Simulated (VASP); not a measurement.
# TiAl (scan) (Pm-3m) in VASP: notebook

TiAl (scan) is run at these levels: r2SCAN; tasks: single point, relaxation of cell and atoms.

Everything below comes from runs of VASP 6.6.1. Logs are shortened: lines on timing, memory, paths and dates and some standing lists are left out, and cuts for length are marked.

## (1) The cell of the first run

Symmetry: Pm-3m, No. 221, cubic system. Conventional cell: a = 3.179 Å, b = 3.179 Å, c = 3.179 Å, α = 90.00°, β = 90.00°, γ = 90.00°. Within 3.6 Å of Ti (site symmetry m-3m) lie 8 Al at 2.75 Å and 6 Ti at 3.18 Å. Al (site symmetry m-3m) has 8 Ti at 2.75 Å and 6 Al at 3.18 Å within 3.6 Å.

## (2) Single point, r2SCAN

Contents of POSCAR:

```
TiAl
1.0
    3.1790640000      0.0000000000      0.0000000000
    0.0000000000      3.1790640000      0.0000000000
    0.0000000000      0.0000000000      3.1790640000
Ti Al
1 1
Direct
    0.0000000000      0.0000000000      0.0000000000
    0.5000000000      0.5000000000      0.5000000000
```

Contents of INCAR.step1:

```
SYSTEM = TiAl
ALGO = Normal
EDIFF = 1E-4
ENCUT = 520
GGA = PE
ISMEAR = 0
LASPH = .True.
LCHARG = .False.
LREAL = .False.
LWAVE = .True.
NBANDS = 14
NELM = 100
PREC = Accurate
SIGMA = 0.1
```

Contents of INCAR.step2:

```
SYSTEM = TiAl
ALGO = Normal
EDIFF = 1E-7
ENCUT = 520
ISIF = 2
ISMEAR = 0
ISTART = 1
LASPH = .True.
LCHARG = .True.
LELF = .True.
LMIXTAU = .True.
LREAL = .False.
LVHAR = .True.
LWAVE = .False.
METAGGA = R2SCAN
NBANDS = 14
NELM = 100
PREC = Accurate
SIGMA = 0.1
```

Contents of KPOINTS:

```
k-points
0
Gamma
  6 6 6
  0 0 0
```

Potentials or basis: VASP PAW PBE potentials, release 64 (Ti_sv, Al).

Command:

```console
> cat potpaw_PBE.64/Ti_sv/POTCAR potpaw_PBE.64/Al/POTCAR > POTCAR
> cp INCAR.step1 INCAR
> mpirun -np 1 vasp_std > vasp.out
> cp INCAR.step2 INCAR
> mpirun -np 1 vasp_std > vasp.out
```

OUTCAR:

```text
SYSTEM = TiAl
   EDIFF = 1E-7
   ENCUT = 520
   ISIF = 2
   ISMEAR = 0
   ISTART = 1
   LASPH = .True.
   LREAL = .False.
   METAGGA = R2SCAN
   NELM = 100
   PREC = Accurate

 ion  position               nearest neighbor table
   1  0.000  0.000  0.000-   2 2.75   2 2.75   2 2.75   2 2.75   2 2.75   2 2.75   2 2.75   2 2.75

   2  0.500  0.500  0.500-   1 2.75   1 2.75   1 2.75   1 2.75   1 2.75   1 2.75   1 2.75   1 2.75

  LATTYP: Found a simple cubic cell.
 ALAT       =     3.1790640000

  Lattice vectors:

 A1 = (   3.1790640000,   0.0000000000,   0.0000000000)
 A2 = (   0.0000000000,   3.1790640000,   0.0000000000)
 A3 = (   0.0000000000,   0.0000000000,   3.1790640000)

Analysis of symmetry for initial positions (statically):
=====================================================================
 Subroutine PRICEL returns:
 Original cell was already a primitive cell.

 Routine SETGRP: Setting up the symmetry group for a
 simple cubic supercell.

 Subroutine GETGRP returns: Found 48 space group operations
 (whereof 48 operations were pure point group operations)
 out of a pool of 48 trial point group operations.

The static configuration has the point symmetry O_h .

Analysis of symmetry for dynamics (positions and initial velocities):
=====================================================================
 Subroutine PRICEL returns:
 Original cell was already a primitive cell.

 Routine SETGRP: Setting up the symmetry group for a
 simple cubic supercell.

 Subroutine GETGRP returns: Found 48 space group operations
 (whereof 48 operations were pure point group operations)
 out of a pool of 48 trial point group operations.

The dynamic configuration has the point symmetry O_h .

 Subroutine INISYM returns: Found 48 space group operations
 (whereof 48 operations are pure point group operations),
 and found     1 'primitive' translations

----------------------------------------------------------------------------------------

                                     Primitive cell

  volume of cell :      32.1290

  direct lattice vectors                    reciprocal lattice vectors
     3.179064000  0.000000000  0.000000000     0.314557996  0.000000000  0.000000000
     0.000000000  3.179064000  0.000000000     0.000000000  0.314557996  0.000000000
     0.000000000  0.000000000  3.179064000     0.000000000  0.000000000  0.314557996

  length of vectors
     3.179064000  3.179064000  3.179064000     0.314557996  0.314557996  0.314557996

  position of ions in fractional coordinates (direct lattice)
     0.000000000  0.000000000  0.000000000
     0.500000000  0.500000000  0.500000000

  ion indices of the primitive-cell ions
   primitive index   ion index
                 1           1
                 2           2

----------------------------------------------------------------------------------------

 KPOINTS: k-points

Automatic generation of k-mesh.
 Grid dimensions read from file:
 generate k-points for:    6    6    6

 Generating k-lattice:

  Cartesian coordinates                     Fractional coordinates (reciprocal lattice)
     0.052426333  0.000000000  0.000000000     0.166666667  0.000000000  0.000000000
     0.000000000  0.052426333  0.000000000     0.000000000  0.166666667  0.000000000
     0.000000000  0.000000000  0.052426333     0.000000000  0.000000000  0.166666667

  Length of vectors
     0.052426333  0.052426333  0.052426333

  Shift w.r.t. Gamma in fractional coordinates (k-lattice)
     0.000000000  0.000000000  0.000000000

 Subroutine IBZKPT returns following result:
 ===========================================

 Found     20 irreducible k-points:

 Following reciprocal coordinates:
            Coordinates               Weight
  0.000000  0.000000  0.000000      1.000000
  0.166667  0.000000  0.000000      6.000000
  0.333333  0.000000  0.000000      6.000000
  0.500000  0.000000  0.000000      3.000000
  0.166667  0.166667  0.000000     12.000000
  0.333333  0.166667  0.000000     24.000000
[... 12 lines left out ...]
  0.500000  0.500000  0.333333      6.000000
  0.500000  0.500000  0.500000      1.000000
   k-points           NKPTS =     20   k-points in BZ     NKDIM =     20   number of bands    NBANDS=     14
   number of dos      NEDOS =    301   number of ions     NIONS =      2
   total plane-waves  NPLWV =  13824
   dimension x,y,z NGX =    24 NGY =   24 NGZ =   24
   dimension x,y,z NGXF=    48 NGYF=   48 NGZF=   48
   ions per type =               1   1
   NGX,Y,Z   is equivalent  to a cutoff of  12.55, 12.55, 12.55 a.u.
   NGXF,Y,Z  is equivalent  to a cutoff of  25.10, 25.10, 25.10 a.u.
 SYSTEM =  TiAl
   PREC   = accura    normal or accurate (medium, high low for compatibility)
   ISTART =      1    job   : 0-new  1-cont  2-samecut
   ICHARG =      0    charge: 1-file 2-atom 10-const
   ISPIN  =      1    spin polarized calculation?
   LNONCOLLINEAR =      F non collinear calculations
[... 70 lines left out ...]
      9      10.8928      0.00000
     10      10.8928      0.00000
     11      13.4532      0.00000
     12      13.4532      0.00000
     13      13.4532      0.00000
     14      17.9003      0.00000

 k-point     2 :       0.1667    0.0000    0.0000
  band No.  band energies     occupation
      1     -50.4284      2.00000
      2     -25.6341      2.00000
      3     -25.5836      2.00000
      4     -25.5836      2.00000
      5      -0.5693      2.00000
      6       6.8655      2.00000
      7       7.4240      2.00000
      8      10.2450      0.00000
      9      10.2450      0.00000
     10      10.9449      0.00000
     11      12.1713      0.00000
     12      14.4438      0.00000
     13      14.4438      0.00000
     14      17.3282      0.00000

 k-point     3 :       0.3333    0.0000    0.0000
  band No.  band energies     occupation
      1     -50.4204      2.00000
      2     -25.7261      2.00000
      3     -25.5756      2.00000
      4     -25.5756      2.00000
      5       0.7446      2.00000
      6       5.2015      2.00000
      7       7.9011      2.00000
      8       9.4346      0.00000
      9       9.4346      0.00000
     10      11.0518      0.00000
     11      11.6908      0.00000
     12      16.1314      0.00000
     13      16.3566      0.00000
     14      16.3566      0.00000

 k-point     4 :       0.5000    0.0000    0.0000
  band No.  band energies     occupation
      1     -50.4163      2.00000
      2     -25.7716      2.00000
      3     -25.5716      2.00000
      4     -25.5716      2.00000
      5       2.3848      2.00000
      6       3.2351      2.00000
      7       8.1839      2.00000
      8       9.1258      0.00048
      9       9.1258      0.00048
     10      11.1067      0.00000
     11      11.9441      0.00000
     12      15.5019      0.00000
     13      18.5541      0.00000
     14      18.5541      0.00000

 k-point     5 :       0.1667    0.1667    0.0000
  band No.  band energies     occupation
      1     -50.4244      2.00000
      2     -25.6316      2.00000
      3     -25.6272      2.00000
      4     -25.5796      2.00000
      5      -0.1241      2.00000
      6       7.0039      2.00000
      7       7.2318      2.00000
      8       9.5315      0.00000
      9      10.1561      0.00000
     10      10.5851      0.00000
     11      12.5483      0.00000
[... 208 lines left out ...]
 k-point    18 :       0.5000    0.3333    0.3333
  band No.  band energies     occupation
      1     -50.3932      2.00000
      2     -25.7343      2.00000
      3     -25.6880      2.00000
      4     -25.6852      2.00000
      5       4.2302      2.00000
      6       5.6361      2.00000
      7       6.2055      2.00000
      8       9.5060      0.00000
      9       9.6688      0.00000
     10      10.6523      0.00000
     11      12.0150      0.00000
     12      12.0769      0.00000
     13      14.4773      0.00000
     14      15.6372      0.00000

 k-point    19 :       0.5000    0.5000    0.3333
  band No.  band energies     occupation
      1     -50.3894      2.00000
      2     -25.7284      2.00000
      3     -25.7284      2.00000
      4     -25.6814      2.00000
      5       4.8616      2.00000
      6       5.7512      2.00000
      7       5.7512      2.00000
      8       9.5533      0.00000
      9      11.0351      0.00000
     10      11.0810      0.00000
     11      11.0810      0.00000
     12      11.7162      0.00000
     13      13.2107      0.00000
     14      15.7665      0.00000

 k-point    20 :       0.5000    0.5000    0.5000
  band No.  band energies     occupation
      1     -50.3856      2.00000
      2     -25.7228      2.00000
      3     -25.7228      2.00000
      4     -25.7228      2.00000
      5       5.5682      2.00000
      6       5.5682      2.00000
      7       5.5682      2.00000
      8       9.7516      0.00000
      9      11.7038      0.00000
     10      11.7038      0.00000
     11      11.7038      0.00000
     12      11.7326      0.00000
     13      11.7326      0.00000
     14      15.6790      0.00000

------------------------ aborting loop because EDIFF is reached ----------------------------------------

  FORCE on cell =-STRESS in cart. coord.  units (eV):
  Direction    XX          YY          ZZ          XY          YZ          ZX
  --------------------------------------------------------------------------------------
  -------------------------------------------------------------------------------------
  Total       -0.1779958     -0.1779958     -0.1779958      0.0000000      0.0000000      0.0000000
  in kB       -8.8761070     -8.8761070     -8.8761070      0.0000000      0.0000000      0.0000000
  external PRESSURE =      -8.8761070 kB  Pullay stress =       0.0000000 kB

 VOLUME and BASIS-vectors are now :
 -----------------------------------------------------------------------------
  energy-cutoff  :      520.00
  volume of cell :       32.13
      direct lattice vectors                 reciprocal lattice vectors
     3.179064000  0.000000000  0.000000000     0.314557996  0.000000000  0.000000000
     0.000000000  3.179064000  0.000000000     0.000000000  0.314557996  0.000000000
     0.000000000  0.000000000  3.179064000     0.000000000  0.000000000  0.314557996

 POSITION                                       TOTAL-FORCE (eV/Angst)
 -----------------------------------------------------------------------------------
      0.00000      0.00000      0.00000         0.000000      0.000000      0.000000
      1.58953      1.58953      1.58953         0.000000      0.000000      0.000000
 -----------------------------------------------------------------------------------
    total drift:                                0.000000      0.000000      0.000000

  FREE ENERGIE OF THE ION-ELECTRON SYSTEM (eV)
  ---------------------------------------------------
  free  energy   TOTEN  =       -20.3176133215 eV

  energy  without entropy=      -20.3085771657  energy(sigma->0) =      -20.31309524
```

Wall time 18 s (1 thread of Intel Xeon 6975P-C (Granite Rapids), shared host); peak memory 0.14 GiB.

What came out:

```
Free energy : -20.3176 eV
Pressure    : -0.9 GPa
```

Levels at points of the mesh, in eV from the Fermi level:
| k point | band 5 | band 6 | band 7 | band 8 | band 9 | band 10 |
| --- | --- | --- | --- | --- | --- | --- |
| (0.00, 0.00, 0.00) | -9.91 | -1.66 | -1.66 | 2.01 | 2.01 | 2.01 |
| (0.50, 0.00, 0.00) | -6.49 | -5.64 | -0.70 | 0.25 | 0.25 | 2.23 |
| (0.50, 0.50, 0.00) | -5.28 | -2.46 | -2.46 | -1.67 | 0.84 | 0.84 |
| (0.50, 0.50, 0.50) | -3.31 | -3.31 | -3.31 | 0.87 | 2.82 | 2.82 |

Caveat: the PAW data sets were made with another functional, which shifts forces and pressure a little.

## (3) Single point, r2SCAN

This run uses another cell than the first one, of 15.95 Å³/atom, 0.993 times its volume.

Contents of POSCAR:

```
TiAl
1.0
    3.1715056175      0.0000000000      0.0000000000
    0.0000000000      3.1715056175      0.0000000000
    0.0000000000      0.0000000000      3.1715056175
Ti Al
1 1
Direct
    0.0000000000      0.0000000000      0.0000000000
    0.5000000000      0.5000000000      0.5000000000
```

Contents of INCAR.step1:

```
ALGO     = Normal         # electronic algorithm
EDIFF    = 1E-4           # SCF threshold, eV
ENCUT    = 520            # plane-wave cutoff, eV
GGA      = PE             # functional
ISMEAR   = 0              # smearing method
LASPH    = T              # aspherical terms in the spheres
LCHARG   = F              # write CHGCAR
LREAL    = F              # projectors in reciprocal space
LWAVE    = T              # write WAVECAR
NBANDS   = 14             # bands
NELM     = 100            # most SCF steps
PREC     = Accurate       # precision mode
SIGMA    = 0.1            # smearing width, eV
```

Contents of INCAR.step2:

```
ALGO     = Normal         # electronic algorithm
EDIFF    = 1E-7           # SCF threshold, eV
ENCUT    = 520            # plane-wave cutoff, eV
ISIF     = 2              # what is computed and relaxed
ISMEAR   = 0              # smearing method
ISTART   = 1            
LASPH    = T              # aspherical terms in the spheres
LCHARG   = F              # write CHGCAR
LMIXTAU  = T            
LREAL    = F              # projectors in reciprocal space
LWAVE    = F              # write WAVECAR
METAGGA  = R2SCAN         # meta-GGA
NBANDS   = 14             # bands
NELM     = 100            # most SCF steps
PREC     = Accurate       # precision mode
SIGMA    = 0.1            # smearing width, eV
```

Contents of KPOINTS:

```
k-points
0
Gamma
  14 14 14
```

Potentials or basis: VASP PAW PBE potentials, release 64 (Ti_sv, Al).

Command:

```console
> cat potpaw_PBE.64/Ti_sv/POTCAR potpaw_PBE.64/Al/POTCAR > POTCAR
> cp INCAR.step1 INCAR
> mpirun -np 1 vasp_std > vasp.out
> cp INCAR.step2 INCAR
> mpirun -np 1 vasp_std > vasp.out
```

It took 83 s on 1 thread of Intel Xeon 6975P-C (Granite Rapids), shared host; peak memory 0.19 GiB.

It converged, with:

- Free energy: -20.3160 eV
- Pressure: 0.1 GPa

Levels at points of the mesh, in eV from the Fermi level:
```
           k point  band 3  band 4  band 5  band 6  band 7  band 8  band 9  band 10  band 11  band 12
(0.00, 0.00, 0.00)  -34.43  -34.43   -9.92   -1.66   -1.66    2.05    2.05     2.05     4.64     4.64
(0.50, 0.00, 0.00)  -34.42  -34.42   -6.48   -5.64   -0.68    0.27    0.27     2.27     3.12     6.66
(0.50, 0.50, 0.00)  -34.59  -34.40   -5.27   -2.43   -2.43   -1.66    0.87     0.87     2.84     4.97
(0.50, 0.50, 0.50)  -34.57  -34.57   -3.31   -3.31   -3.31    0.95    2.87     2.87     2.87     2.90
```

Caveat: the PAW data sets were made with another functional, which shifts forces and pressure a little.

## (4) Relaxation of cell and atoms, r2SCAN

Contents of POSCAR:

```
TiAl
1.0
    3.1790640000      0.0000000000      0.0000000000
    0.0000000000      3.1790640000      0.0000000000
    0.0000000000      0.0000000000      3.1790640000
Ti Al
1 1
Direct
    0.0000000000      0.0000000000      0.0000000000
    0.5000000000      0.5000000000      0.5000000000
```

Contents of INCAR.step1:

```
SYSTEM = TiAl
  PREC = Accurate
  ENCUT = 600
  ISMEAR = 0
  SIGMA = 0.1
  LREAL = .False.
  LASPH = .True.
  NELM = 60
  GGA = PE
  ALGO = Normal
  EDIFF = 1E-4
  LWAVE = .True.
  LCHARG = .False.
```

Contents of INCAR.step2:

```
SYSTEM = TiAl
  PREC = Accurate
  ENCUT = 600
  EDIFF = 1E-6
  ISMEAR = 0
  SIGMA = 0.1
  LREAL = .False.
  LASPH = .True.
  NELM = 60
  ALGO = Normal
  ISIF = 3
  LWAVE = .False.
  LCHARG = .False.
  METAGGA = R2SCAN
  LMIXTAU = .True.
  IBRION = 2
  NSW = 100
  EDIFFG = -0.002
  ISTART = 1
```

Contents of KPOINTS:

```
regular mesh
0
Gamma
  14 14 14
  0 0 0
```

Command:

```console
> cat potpaw_PBE.64/Ti_sv/POTCAR potpaw_PBE.64/Al/POTCAR > POTCAR
> cp INCAR.step1 INCAR
> mpirun -np 1 vasp_std > vasp.out
> cp INCAR.step2 INCAR
> mpirun -np 1 vasp_std > vasp.out
```

It took 6.1 min on 1 thread of Intel Xeon 6975P-C (Granite Rapids), shared host; peak memory 0.21 GiB.

The run converged. Its results:

```
Free energy                            : -20.3161 eV
Relaxed volume                         : 15.97 Å³/atom
Relaxed cell                           : a = 3.173 Å, b = 3.173 Å, c = 3.173 Å, α = 90.00°, β = 90.00°, γ = 90.00°
Space group after relaxing (to 0.05 Å) : Pm-3m (No. 221)
Energy gained by relaxing              : 0.2 meV/atom
Ionic steps                            : 8
Pressure after relaxing                : 0.0 GPa
```

The path:
```csv
step,energy change (eV),largest force (eV/Å),pressure (GPa),volume (Å³)
1,0.0000,0.0000,-0.74,32.13
2,-0.0002,0.0000,0.55,31.78
3,-0.0005,0.0000,0.07,31.93
4,-0.0005,0.0000,-0.03,31.95
5,-0.0005,0.0000,-0.04,31.94
6,-0.0005,0.0000,-0.03,31.94
7,-0.0005,0.0000,-0.03,31.94
8,-0.0005,0.0000,-0.01,31.93
```

Final structure:
```
Ti Al
1.0
     3.17264    0.00000    0.00000
     0.00000    3.17264    0.00000
     0.00000    0.00000    3.17264
Ti Al
1 1
Direct
  0.00000 0.00000 0.00000
  0.50000 0.50000 0.50000
```

Levels at points of the mesh, in eV from the Fermi level:
```tsv
k point	band 3	band 4	band 5	band 6	band 7	band 8	band 9	band 10	band 11
(0.00, 0.00, 0.00)	-34.43	-34.43	-9.91	-1.65	-1.65	2.05	2.05	2.05	4.63
(0.50, 0.00, 0.00)	-34.42	-34.42	-6.48	-5.64	-0.68	0.27	0.27	2.26	3.11
(0.50, 0.50, 0.00)	-34.60	-34.40	-5.27	-2.43	-2.43	-1.65	0.87	0.87	2.83
(0.50, 0.50, 0.50)	-34.57	-34.57	-3.31	-3.31	-3.31	0.94	2.87	2.87	2.87
```

Caveat: the PAW data sets were made with another functional, which shifts forces and pressure a little.

## (5) The runs side by side

| task | cell | k mesh | cutoff (eV) | gap on the mesh (eV) | pressure (GPa) |
| --- | --- | --- | --- | --- | --- |
| single point | a = 3.179 Å, 2 atoms | 6 × 6 × 6 | 520 | none | -0.9 |
| single point | a = 3.172 Å, 2 atoms | 14 × 14 × 14 | 520 | none | 0.1 |
| relaxation of cell and atoms | relaxed from a = 3.179 Å, 2 atoms | 14 × 14 × 14 | 600 | none | 0.0 |

Alike in all rows: level r2SCAN; potentials or basis VASP PAW PBE potentials, release 64 (Ti_sv, Al); no spin polarisation; smearing gaussian 0.1 eV.

Caveats: the PAW data sets were made with another functional, which shifts forces and pressure a little.

Total energies depend on the potentials used, so only differences within one code and one set of settings carry meaning.
